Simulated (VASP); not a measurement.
# Be (P4_2/mnm) in VASP: further runs, part 2 of 3

VASP 6.6.1. The steps go on from the part before.

## 4. Electric field gradients, PBEsol (8.33 Å³/atom)

This run uses another cell than the first one, of 8.33 Å³/atom.

Contents of INCAR:

```
ALGO = Normal ; EDIFF = 1E-8
ENCUT = 520 ; GGA = PS
ISIF = 2 ; ISMEAR = -1
LASPH = T ; LCHARG = F
LEFG = T ; LREAL = F
LWAVE = F ; NBANDS = 12
NELM = 60 ; PREC = Accurate
SIGMA = 0.05
```

Contents of KPOINTS:

```
k-points
0
Gamma
  9 9 14
```

Contents of POSCAR:

```
Be
1.0
    3.7961198385      0.0000000000      0.0000000000
    0.0000000000      3.7961198385      0.0000000000
    0.0000000000      0.0000000000      2.3113002848
Be
4
Direct
    0.2974080000      0.2974080000      0.0000000000
    0.7025920000      0.7025920000      0.0000000000
    0.2025920000      0.7974080000      0.5000000000
    0.7974080000      0.2025920000      0.5000000000
```

Potentials or basis: VASP PAW PBE potentials, release 64 (Be).

Started as:

```sh
$ cat potpaw_PBE.64/Be/POTCAR > POTCAR
$ mpirun -np 1 vasp_std > vasp.out
```

OUTCAR:

```text
EDIFF = 1E-8
   ENCUT = 520
   GGA = PS
   ISIF = 2
   ISMEAR = -1
   LASPH = T
   LREAL = F
   NELM = 60
   PREC = Accurate

 ion  position               nearest neighbor table
   1  0.297  0.297  0.000-   2 2.18   3 2.25   4 2.25   3 2.25   4 2.25   3 2.25   3 2.25   4 2.25
                             4 2.25
   2  0.703  0.703  0.000-   1 2.18   3 2.25   4 2.25   3 2.25   4 2.25   4 2.25   4 2.25   3 2.25
                             3 2.25
   3  0.203  0.797  0.500-   4 2.18   2 2.25   1 2.25   1 2.25   2 2.25   1 2.25   1 2.25   2 2.25
                             2 2.25
   4  0.797  0.203  0.500-   3 2.18   2 2.25   1 2.25   1 2.25   2 2.25   2 2.25   2 2.25   1 2.25
                             1 2.25

  LATTYP: Found a simple tetragonal cell.
 ALAT       =     3.7961198385
 C/A-ratio  =     0.6088586196

  Lattice vectors:

 A1 = (   3.7961198385,   0.0000000000,   0.0000000000)
 A2 = (   0.0000000000,   3.7961198385,   0.0000000000)
 A3 = (   0.0000000000,   0.0000000000,   2.3113002848)

Analysis of symmetry for initial positions (statically):
=====================================================================
 Subroutine PRICEL returns:
 Original cell was already a primitive cell.

 Routine SETGRP: Setting up the symmetry group for a
 simple tetragonal supercell.

 Subroutine GETGRP returns: Found 16 space group operations
 (whereof  8 operations were pure point group operations)
 out of a pool of 16 trial point group operations.

The static configuration has the point symmetry D_2h.
 The point group associated with its full space group is D_4h.

Analysis of symmetry for dynamics (positions and initial velocities):
=====================================================================
 Subroutine PRICEL returns:
 Original cell was already a primitive cell.

 Routine SETGRP: Setting up the symmetry group for a
 simple tetragonal supercell.

 Subroutine GETGRP returns: Found 16 space group operations
 (whereof  8 operations were pure point group operations)
 out of a pool of 16 trial point group operations.

The dynamic configuration has the point symmetry D_2h.
 The point group associated with its full space group is D_4h.

 Subroutine INISYM returns: Found 16 space group operations
 (whereof  8 operations are pure point group operations),
 and found     1 'primitive' translations

----------------------------------------------------------------------------------------

                                     Primitive cell

  volume of cell :      33.3071

  direct lattice vectors                    reciprocal lattice vectors
     3.796119839  0.000000000  0.000000000     0.263426879  0.000000000  0.000000000
     0.000000000  3.796119839  0.000000000     0.000000000  0.263426879  0.000000000
     0.000000000  0.000000000  2.311300285     0.000000000  0.000000000  0.432656893

  length of vectors
     3.796119839  3.796119839  2.311300285     0.263426879  0.263426879  0.432656893

  position of ions in fractional coordinates (direct lattice)
     0.297408000  0.297408000  0.000000000
     0.702592000  0.702592000  0.000000000
     0.202592000  0.797408000  0.500000000
     0.797408000  0.202592000  0.500000000

  ion indices of the primitive-cell ions
   primitive index   ion index
                 1           1
[... 100 lines left out ...]
   GGA     = PS    functional components
   LHFCALC =     F    Hartree Fock is set to
   AEXX    =    0.0000 exact exchange contribution
   IVDW    =     0    specifies the selected vdW correction
   LEPSILON=     F    determine dielectric tensor
   LRPA    =     F    only Hartree local field effects (RPA)
 non-spin polarized calculation
  energy-cutoff  :      520.00
  volume of cell :       33.31
 maximum number of plane-waves:       918
   NGX = 15   NGY = 15   NGZ =  9

 number of electron       8.0000000 magnetization

 Free energy of the ion-electron system (eV)
  ---------------------------------------------------
  ext. energy  EPLUGINS =         0.00000000
  ---------------------------------------------------
  free energy    TOTEN  =       -15.75118570 eV

  energy without entropy =      -15.74616088  energy(sigma->0) =      -15.74867329

 E-fermi :   6.4543     XC(G=0): -10.4376

 val. band max:        6.4523287758   @ k =   0.1111   0.1111   0.0000
 cond. band min:       6.4571306396   @ k =   0.0000   0.0000   0.2857
 fundamental gap:      0.0048018638
 Fermi energy:         6.4542813279

 k-point     1 :       0.0000    0.0000    0.0000
  band No.  band energies     occupation
      1      -4.4611      2.00000
      2       1.6445      2.00000
      3       2.2119      2.00000
      4       5.4276      2.00000
      5       5.4276      2.00000
      6      11.1385      0.00000
      7      11.1385      0.00000
      8      13.7083      0.00000
      9      15.4197      0.00000
     10      16.7025      0.00000
     11      22.0818      0.00000
     12      22.0818      0.00000
[... 331 lines left out ...]
 k-point    24 :       0.4444    0.1111    0.0714
  band No.  band energies     occupation
      1      -2.7259      2.00000
      2      -1.8695      2.00000
      3       3.0091      2.00000
      4       3.8319      2.00000
      5       8.4976      0.00000
      6       8.9493      0.00000
      7      14.1088      0.00000
      8      16.3268      0.00000
      9      16.5458      0.00000
     10      17.4072      0.00000
     11      20.9805      0.00000
     12      22.1510      0.00000

 [... further k-points ...]
[... 5 lines left out ...]
  --------------------------------------------------------------------------------------
  -------------------------------------------------------------------------------------
  Total       -0.9368281     -0.9368281     -1.2925496     -0.0000000      0.0000000      0.0000000
  in kB      -45.0644732    -45.0644732    -62.1758307     -0.0000000      0.0000000      0.0000000
  external PRESSURE =     -50.7682590 kB  Pullay stress =       0.0000000 kB

 VOLUME and BASIS-vectors are now :
 -----------------------------------------------------------------------------
  energy-cutoff  :      520.00
  volume of cell :       33.31
      direct lattice vectors                 reciprocal lattice vectors
     3.796119839  0.000000000  0.000000000     0.263426879  0.000000000  0.000000000
     0.000000000  3.796119839  0.000000000     0.000000000  0.263426879  0.000000000
     0.000000000  0.000000000  2.311300285     0.000000000  0.000000000  0.432656893

 POSITION                                       TOTAL-FORCE (eV/Angst)
 -----------------------------------------------------------------------------------
      1.12900      1.12900      0.00000         0.012968      0.012968      0.000000
      2.66712      2.66712      0.00000        -0.012968     -0.012968     -0.000000
      0.76906      3.02706      1.15565        -0.012968      0.012968      0.000000
      3.02706      0.76906      1.15565         0.012968     -0.012968     -0.000000
 -----------------------------------------------------------------------------------
    total drift:                                0.000000      0.000000     -0.000000

  FREE ENERGIE OF THE ION-ELECTRON SYSTEM (eV)
  ---------------------------------------------------
  free  energy   TOTEN  =       -15.7511856958 eV

  energy  without entropy=      -15.7461608834  energy(sigma->0) =      -15.74867329

 Electric field gradients (V/A^2)
---------------------------------------------------------------------
 ion       V_xx      V_yy      V_zz      V_xy      V_xz      V_yz
---------------------------------------------------------------------
   1       0.242     0.242    -0.484    -1.448    -0.000     0.000
   2       0.242     0.242    -0.484    -1.448    -0.000    -0.000
   3       0.242     0.242    -0.484     1.448     0.000    -0.000
   4       0.242     0.242    -0.484     1.448     0.000    -0.000
---------------------------------------------------------------------

 Electric field gradients after diagonalization (V/A^2)
 (convention: |V_zz| > |V_xx| > |V_yy|)
----------------------------------------------------------------------
 ion       V_xx      V_yy      V_zz     asymmetry (V_yy - V_xx)/ V_zz
----------------------------------------------------------------------
   1      -1.206    -0.484     1.690       0.427
   2      -1.206    -0.484     1.690       0.427
   3      -1.206    -0.484     1.690       0.427
   4      -1.206    -0.484     1.690       0.427
----------------------------------------------------------------------

           NMR quadrupolar parameters

 Cq : quadrupolar parameter    Cq=e*Q*V_zz/h
 eta: asymmetry parameters     (V_yy - V_xx)/ V_zz
 Q  : nuclear electric quadrupole moment in mb (millibarn)
----------------------------------------------------------------------
 ion       Cq(MHz)       eta       Q (mb)
----------------------------------------------------------------------
   1       0.004       0.427       1.000
   2       0.004       0.427       1.000
   3       0.004       0.427       1.000
   4       0.004       0.427       1.000
----------------------------------------------------------------------
```

OSZICAR:

```text
N       E                     dE             d eps       ncg     rms          rms(c)
DAV:   1    -0.773868566872E+00   -0.77387E+00   -0.33248E+03  2880   0.554E+02
DAV:   2    -0.154391974075E+02   -0.14665E+02   -0.13980E+02  3788   0.969E+01
DAV:   3    -0.158191605886E+02   -0.37996E+00   -0.37726E+00  4120   0.108E+01
DAV:   4    -0.158202831660E+02   -0.11226E-02   -0.11222E-02  3472   0.671E-01
DAV:   5    -0.158202865530E+02   -0.33870E-05   -0.33870E-05  3860   0.342E-02    0.171E+00
DAV:   6    -0.157715182117E+02    0.48768E-01   -0.10867E-02  3428   0.705E-01    0.103E+00
DAV:   7    -0.157512242989E+02    0.20294E-01   -0.16683E-02  3424   0.752E-01    0.733E-02
DAV:   8    -0.157511866512E+02    0.37648E-04   -0.63956E-04  3636   0.146E-01    0.110E-02
DAV:   9    -0.157511854211E+02    0.12301E-05   -0.27462E-06  4228   0.110E-02    0.375E-03
DAV:  10    -0.157511856868E+02   -0.26572E-06   -0.86572E-08  3604   0.179E-03    0.529E-04
DAV:  11    -0.157511856958E+02   -0.90559E-08   -0.64610E-09  2732   0.392E-04
   1 F= -.15751186E+02 E0= -.15748673E+02  d E =-.502481E-02
```

stdout:

```text
POSCAR found type information on POSCAR Be
 POSCAR found :  1 types and       4 ions
 scaLAPACK will be used
 -----------------------------------------------------------------------------
|                                                                             |
|                                                                             |
|     You enforced a specific xc type in the INCAR file but a different       |
|     I HOPE YOU KNOW WHAT YOU ARE DOING!                                     |
|                                                                             |
 -----------------------------------------------------------------------------

 LDA part: xc-table for (Slater+PW92), standard interpolation
 POSCAR, INCAR and KPOINTS ok, starting setup
 FFT: planning ... GRIDC
 FFT: planning ... GRID_SOFT
 FFT: planning ... GRID
 WAVECAR not read
 entering main loop
ion   1

ion   2

ion   3

ion   4
```

Run time: 45 s. Hardware: 1 thread of Intel Xeon 8259CL, shared host; peak memory 0.16 GiB.

What came out:

- Free energy: -15.7512 eV
- Pressure: -5.1 GPa
- Largest force: 0.018 eV/Å
- Band gap on the k mesh: zero (bands 4 and 5 overlap by 2.04 eV)
- Largest electric field gradient by atom: Be +1.7 V/Å²

Forces in eV/Å, atoms in the order of the input:
```
Be   0.013  0.013  0.000
Be  -0.013 -0.013  0.000
Be  -0.013  0.013  0.000
Be   0.013 -0.013  0.000
```

Stress tensor (GPa, compression positive):
```
-4.51  0.00  0.00
 0.00 -4.51  0.00
 0.00  0.00 -6.22
```

Levels at points of the mesh, in eV from the Fermi level:
```csv
k point,band 1,band 2,band 3,band 4,band 5,band 6,band 7,band 8
"(0.00, 0.00, 0.00)",-10.92,-4.81,-4.24,-1.03,-1.03,4.68,4.68,7.25
"(0.00, 0.00, 0.50)",-5.66,-5.66,1.02,1.02,1.79,1.79,2.58,2.58
```

Electric field gradients, principal values (V/Å²):
```csv
atom,least,middle,greatest (by size)
1 Be,-0.484,-1.206,1.690
2 Be,-0.484,-1.206,1.690
3 Be,-0.484,-1.206,1.690
4 Be,-0.484,-1.206,1.690
```

Caveat: the cell stands under tension; without QUAD_EFG the Cq values of the log hold for a quadrupole moment of 1 mb, not for the nuclei; the PAW data sets were made with another functional, which shifts forces and pressure a little.

(Part 2 of 3 ends here.)
